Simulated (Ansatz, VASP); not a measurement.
## One calculation of SrO, two programs

```
Sr O
1.0
     0.00000    2.54435    2.54435
     2.54435    0.00000    2.54435
     2.54435    2.54435    0.00000
Sr O
1 1
Cartesian
  2.5444 2.5444 2.5444
  0.0000 0.0000 0.0000
```

Alike in both runs: task single point; functional PBE; k mesh 8 × 8 × 8; no spin polarisation.

```csv
,VASP,Ansatz
version,VASP 6.6.1,Ansatz 0.2.0
potentials or method,"VASP PAW PBE potentials, release 64 (Sr_sv, O)","plane waves, PAW"
plane-wave cutoff (eV),520,420
occupations,"gaussian, width 0.01 eV",fixed
valence electrons in the cell,16,16
```

VASP gave:

- gap on the k mesh at the Fermi level (eV): 3.24
- pressure (GPa): 6.7

Problem. Estimate Ansatz's values.

Solution. gap on the k mesh at the Fermi level (eV): 3.30; pressure (GPa): 6.0.
